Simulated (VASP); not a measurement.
# BP (F-43m) in VASP: a series of runs

The runs below take BP through single point, relaxation of cell and atoms, with r2SCAN.

Program: VASP 6.6.1. These are calculated values, not measurements. Logs are shortened: lines on timing, memory, paths and dates and some standing lists are left out, and cuts for length are marked.

## 1. The cell of the first run

The structure is cubic, space group F-43m (No. 216). Conventional cell: a = 4.581 Å, b = 4.581 Å, c = 4.581 Å, α = 90.00°, β = 90.00°, γ = 90.00°. Within 2.6 Å of B (site symmetry -43m) lie 4 P at 1.98 Å. P (site symmetry -43m) has 4 B at 1.98 Å within 2.6 Å.

## 2. Single point, r2SCAN (volume scaled by 1.03)

Contents of POSCAR:

```
BP
1.0
    0.0000000000      2.2907263556      2.2907263556
    2.2907263556      0.0000000000      2.2907263556
    2.2907263556      2.2907263556      0.0000000000
B P
1 1
Direct
    0.0000000000      0.0000000000      0.0000000000
    0.2500000000      0.2500000000      0.2500000000
```

Contents of INCAR.step1:

```
PREC = Accurate
ENCUT = 520
ISMEAR = 0
SIGMA = 0.02
LREAL = False
LASPH = True
NELM = 80
NBANDS = 11
GGA = PE
ALGO = Normal
EDIFF = 1E-4
LWAVE = True
LCHARG = False
```

Contents of INCAR.step2:

```
PREC = Accurate
ENCUT = 520
EDIFF = 1E-6
ISMEAR = 0
SIGMA = 0.02
LREAL = False
LASPH = True
NELM = 80
ALGO = Normal
ISIF = 2
LWAVE = False
LCHARG = False
METAGGA = R2SCAN
LMIXTAU = True
NBANDS = 11
ISTART = 1
```

Contents of KPOINTS:

```
regular mesh
0
Gamma
  10 10 10
```

Potentials or basis: VASP PAW PBE potentials, release 64 (B, P).

Started as:

```
cat potpaw_PBE.64/B/POTCAR potpaw_PBE.64/P/POTCAR > POTCAR
cp INCAR.step1 INCAR
mpirun -np 1 vasp_std > vasp.out
cp INCAR.step2 INCAR
mpirun -np 1 vasp_std > vasp.out
```

OUTCAR:

```text
PREC = Accurate
   ENCUT = 520
   EDIFF = 1E-6
   ISMEAR = 0
   LREAL = False
   LASPH = True
   NELM = 80
   ISIF = 2
   METAGGA = R2SCAN
   ISTART = 1

 ion  position               nearest neighbor table
   1  0.000  0.000  0.000-   2 1.98   2 1.98   2 1.98   2 1.98
   2  0.250  0.250  0.250-   1 1.98   1 1.98   1 1.98   1 1.98

  LATTYP: Found a face centered cubic cell.
 ALAT       =     4.5814527112

  Lattice vectors:

 A1 = (   0.0000000000,   2.2907263556,   2.2907263556)
 A2 = (   2.2907263556,   0.0000000000,   2.2907263556)
 A3 = (   2.2907263556,   2.2907263556,   0.0000000000)

Analysis of symmetry for initial positions (statically):
=====================================================================
 Subroutine PRICEL returns:
 Original cell was already a primitive cell.

 Routine SETGRP: Setting up the symmetry group for a
 face centered cubic supercell.

 Subroutine GETGRP returns: Found 24 space group operations
 (whereof 24 operations were pure point group operations)
 out of a pool of 48 trial point group operations.

The static configuration has the point symmetry T_d .

Analysis of symmetry for dynamics (positions and initial velocities):
=====================================================================
 Subroutine PRICEL returns:
 Original cell was already a primitive cell.

 Routine SETGRP: Setting up the symmetry group for a
 face centered cubic supercell.

 Subroutine GETGRP returns: Found 24 space group operations
 (whereof 24 operations were pure point group operations)
 out of a pool of 48 trial point group operations.

The dynamic configuration has the point symmetry T_d .

 Subroutine INISYM returns: Found 24 space group operations
 (whereof 24 operations are pure point group operations),
 and found     1 'primitive' translations

----------------------------------------------------------------------------------------

                                     Primitive cell

  volume of cell :      24.0408

  direct lattice vectors                    reciprocal lattice vectors
     0.000000000  2.290726356  2.290726356    -0.218271379  0.218271379  0.218271379
     2.290726356  0.000000000  2.290726356     0.218271379 -0.218271379  0.218271379
     2.290726356  2.290726356  0.000000000     0.218271379  0.218271379 -0.218271379

  length of vectors
     3.239576280  3.239576280  3.239576280     0.378057118  0.378057118  0.378057118

  position of ions in fractional coordinates (direct lattice)
     0.000000000  0.000000000  0.000000000
     0.250000000  0.250000000  0.250000000

  ion indices of the primitive-cell ions
   primitive index   ion index
                 1           1
                 2           2

----------------------------------------------------------------------------------------

 KPOINTS: regular mesh

Automatic generation of k-mesh.
 Grid dimensions read from file:
 generate k-points for:   10   10   10

 Generating k-lattice:

  Cartesian coordinates                     Fractional coordinates (reciprocal lattice)
    -0.021827138  0.021827138  0.021827138     0.100000000  0.000000000  0.000000000
     0.021827138 -0.021827138  0.021827138     0.000000000  0.100000000  0.000000000
     0.021827138  0.021827138 -0.021827138     0.000000000  0.000000000  0.100000000

  Length of vectors
     0.037805712  0.037805712  0.037805712

  Shift w.r.t. Gamma in fractional coordinates (k-lattice)
     0.000000000  0.000000000  0.000000000

 Subroutine IBZKPT returns following result:
 ===========================================

 Found     47 irreducible k-points:

 Following reciprocal coordinates:
            Coordinates               Weight
  0.000000  0.000000  0.000000      1.000000
  0.100000  0.000000  0.000000      8.000000
  0.200000  0.000000  0.000000      8.000000
  0.300000  0.000000  0.000000      8.000000
  0.400000  0.000000  0.000000      8.000000
  0.500000  0.000000  0.000000      4.000000
[... 16 lines left out ...]
  0.300000  0.300000  0.000000      6.000000
  0.400000  0.300000  0.000000     24.000000
 [... further k-points ...]
   k-points           NKPTS =     47   k-points in BZ     NKDIM =     47   number of bands    NBANDS=     11
   number of dos      NEDOS =    301   number of ions     NIONS =      2
   total plane-waves  NPLWV =  13824
   dimension x,y,z NGX =    24 NGY =   24 NGZ =   24
   dimension x,y,z NGXF=    48 NGYF=   48 NGZF=   48
   ions per type =               1   1
   NGX,Y,Z   is equivalent  to a cutoff of  12.32, 12.32, 12.32 a.u.
   NGXF,Y,Z  is equivalent  to a cutoff of  24.63, 24.63, 24.63 a.u.
 SYSTEM =  unknown system
   PREC   = accura    normal or accurate (medium, high low for compatibility)
   ISTART =      1    job   : 0-new  1-cont  2-samecut
   ICHARG =      0    charge: 1-file 2-atom 10-const
   ISPIN  =      1    spin polarized calculation?
   LNONCOLLINEAR =      F non collinear calculations
   LSORBIT =      F    spin-orbit coupling
   LASPH  =      T    aspherical Exc in radial PAW
   ENCUT  =  520.0 eV  38.22 Ry    6.18 a.u.   6.02  6.02  6.02*2*pi/ulx,y,z
   NELM   =     80;   NELMIN=  2; NELMDL=  0     # of ELM steps
   EDIFF  = 0.1E-05   stopping-criterion for ELM
   LREAL  =      F    real-space projection
   EDIFFG = 0.1E-04   stopping-criterion for IOM
   NSW    =      0    number of steps for IOM
   IBRION =     -1    ionic relax: 0-MD 1-quasi-New 2-CG
   NFREE  =      0    steps in history (QN), initial steepest desc. (CG)
   ISIF   =      2    stress and relaxation
   ISYM   =      2    0-nonsym 1-usesym 2-fastsym
   POTIM  = 0.5000    time-step for ionic-motion
   TEBEG  =    0.0;   TEEND  =   0.0 temperature during run
   PSTRESS=    0.0 pullay stress
   NELECT =       8.0000    total number of electrons
   NUPDOWN=      -1.0000    fix difference up-down
   EMIN   =  10.00;   EMAX   =-10.00  energy-range for DOS
   EFERMI =   0.00;   METHOD = LEGACY
   ISMEAR =     0;   SIGMA  =   0.02  broadening in eV -4-tet -1-fermi 0-gaus
   EFERMI_NEDOS =   21; number of points for ismear=-14 and -15
   IALGO  =     38    algorithm
   IMIX   =      4    mixing-type and parameters
     AMIX     =   0.40;   BMIX     =  1.00
     AMIX_MAG =   1.60;   BMIX_MAG =  1.00
  volume/ion in A,a.u.               =      12.02        81.12
  Fermi-wavevector in a.u.,A,eV,Ry     =   1.134458  2.143814 17.510618  1.286994
  Thomas-Fermi vector in A             =   2.271162
   LORBIT       =      0    0 simple, 1 ext, 2 COOP (PROOUT), +10 PAW based schemes
   METAGGA = R2SCAN    functional components
   LHFCALC =     F    Hartree Fock is set to
   AEXX    =    0.0000 exact exchange contribution
   IVDW    =     0    specifies the selected vdW correction
   LEPSILON=     F    determine dielectric tensor
   LRPA    =     F    only Hartree local field effects (RPA)
 non-spin polarized calculation
 Gauss-broadening in eV      SIGMA  =   0.02
  energy-cutoff  :      520.00
  volume of cell :       24.04
 maximum number of plane-waves:       662
   NGX = 13   NGY = 13   NGZ = 13

 number of electron       7.9999999 magnetization

 Free energy of the ion-electron system (eV)
  ---------------------------------------------------
  ext. energy  EPLUGINS =         0.00000000
  ---------------------------------------------------
  free energy    TOTEN  =       -17.29905944 eV

  energy without entropy =      -17.29905944  energy(sigma->0) =      -17.29905944

 E-fermi :   7.1317     XC(G=0): -11.3719

 val. band max:        7.0513041056   @ k =   0.0000   0.0000   0.0000
 cond. band min:       8.5355338361   @ k =   0.4000   0.4000   0.0000
 fundamental gap:      1.4842297305
 Fermi energy:         7.1316998100

 k-point     1 :       0.0000    0.0000    0.0000
  band No.  band energies     occupation
      1      -8.9459      2.00000
      2       7.0513      2.00000
      3       7.0513      2.00000
      4       7.0513      2.00000
      5      10.6504      0.00000
      6      10.6504      0.00000
      7      10.6504      0.00000
      8      14.6066      0.00000
      9      19.2427      0.00000
     10      19.6199      0.00000
     11      19.6199      0.00000

 k-point     2 :       0.1000    0.0000    0.0000
  band No.  band energies     occupation
      1      -8.7609      2.00000
      2       5.7021      2.00000
      3       6.7476      2.00000
      4       6.7476      2.00000
      5      11.0736      0.00000
      6      11.0736      0.00000
      7      11.1099      0.00000
      8      15.1777      0.00000
      9      18.9627      0.00000
     10      18.9627      0.00000
     11      19.8189      0.00000

 k-point     3 :       0.2000    0.0000    0.0000
  band No.  band energies     occupation
      1      -8.2135      2.00000
      2       3.2820      2.00000
      3       6.1678      2.00000
      4       6.1678      2.00000
      5      11.3041      0.00000
      6      11.8284      0.00000
      7      11.8284      0.00000
      8      16.5094      0.00000
      9      18.3744      0.00000
     10      18.3744      0.00000
     11      20.6733      0.00000

 k-point     4 :       0.3000    0.0000    0.0000
  band No.  band energies     occupation
      1      -7.3362      2.00000
      2       0.8515      2.00000
      3       5.6578      2.00000
      4       5.6578      2.00000
      5      11.1911      0.00000
      6      12.1902      0.00000
      7      12.1902      0.00000
      8      17.6142      0.00000
      9      18.9792      0.00000
     10      18.9792      0.00000
     11      20.8622      0.00000
[... 239 lines left out ...]
 k-point    22 :      -0.2000    0.2000    0.0000
  band No.  band energies     occupation
      1      -7.0365      2.00000
      2       1.5815      2.00000
      3       2.7913      2.00000
      4       5.7570      2.00000
      5      11.8194      0.00000
      6      12.6612      0.00000
      7      13.7509      0.00000
      8      15.8225      0.00000
      9      17.0112      0.00000
     10      21.3718      0.00000
     11      23.4977      0.00000

 k-point    23 :       0.3000    0.3000    0.0000
  band No.  band energies     occupation
      1      -6.7740      2.00000
      2       1.9656      2.00000
      3       3.7375      2.00000
      4       3.7375      2.00000
      5       8.8107      0.00000
      6      11.3112      0.00000
      7      16.3574      0.00000
      8      16.3574      0.00000
      9      20.6504      0.00000
     10      21.9709      0.00000
     11      24.3176      0.00000

 k-point    24 :       0.4000    0.3000    0.0000
  band No.  band energies     occupation
      1      -5.9273      2.00000
      2       0.5931      2.00000
      3       2.9048      2.00000
      4       3.4324      2.00000
      5       9.1130      0.00000
      6      11.0056      0.00000
      7      16.9908      0.00000
      8      17.0162      0.00000
      9      21.7371      0.00000
     10      22.9159      0.00000
     11      24.7719      0.00000

 [... further k-points ...]
[... 5 lines left out ...]
  --------------------------------------------------------------------------------------
  -------------------------------------------------------------------------------------
  Total       -0.7828476     -0.7828476     -0.7828476      0.0000000      0.0000000      0.0000000
  in kB      -52.1720807    -52.1720807    -52.1720807      0.0000000      0.0000000      0.0000000
  external PRESSURE =     -52.1720807 kB  Pullay stress =       0.0000000 kB

 VOLUME and BASIS-vectors are now :
 -----------------------------------------------------------------------------
  energy-cutoff  :      520.00
  volume of cell :       24.04
      direct lattice vectors                 reciprocal lattice vectors
     0.000000000  2.290726356  2.290726356    -0.218271379  0.218271379  0.218271379
     2.290726356  0.000000000  2.290726356     0.218271379 -0.218271379  0.218271379
     2.290726356  2.290726356  0.000000000     0.218271379  0.218271379 -0.218271379

 POSITION                                       TOTAL-FORCE (eV/Angst)
 -----------------------------------------------------------------------------------
      0.00000      0.00000      0.00000        -0.000000      0.000000     -0.000000
      1.14536      1.14536      1.14536         0.000000     -0.000000      0.000000
 -----------------------------------------------------------------------------------
    total drift:                                0.000000      0.000000      0.000000

  FREE ENERGIE OF THE ION-ELECTRON SYSTEM (eV)
  ---------------------------------------------------
  free  energy   TOTEN  =       -17.2990594356 eV

  energy  without entropy=      -17.2990594356  energy(sigma->0) =      -17.29905944
```

Wall time 27 s (1 thread of Intel Xeon Platinum 8259CL at 2.50GHz (Skylake/Cascade Lake), shared host); peak memory 0.14 GiB.

What came out:

```
Free energy            : -17.2991 eV
Pressure               : -5.2 GPa
Band gap on the k mesh : 1.48 eV, indirect (least direct gap 3.60 eV)
```

Levels at points of the mesh, in eV from the valence-band top:
| k point | band 1 | band 2 | band 3 | band 4 | band 5 | band 6 | band 7 | band 8 |
| --- | --- | --- | --- | --- | --- | --- | --- | --- |
| (0.00, 0.00, 0.00) | -16.00 | 0.00 | 0.00 | 0.00 | 3.60 | 3.60 | 3.60 | 7.56 |
| (0.50, 0.00, 0.00) | -12.62 | -9.29 | -1.83 | -1.83 | 3.96 | 5.01 | 5.01 | 10.81 |
| (0.50, 0.50, 0.00) | -10.99 | -8.97 | -4.24 | -4.24 | 1.59 | 1.93 | 12.78 | 12.78 |

Caveat: the PAW data sets were made with another functional, which shifts forces and pressure a little.

(Part 1 of 2 ends here.)
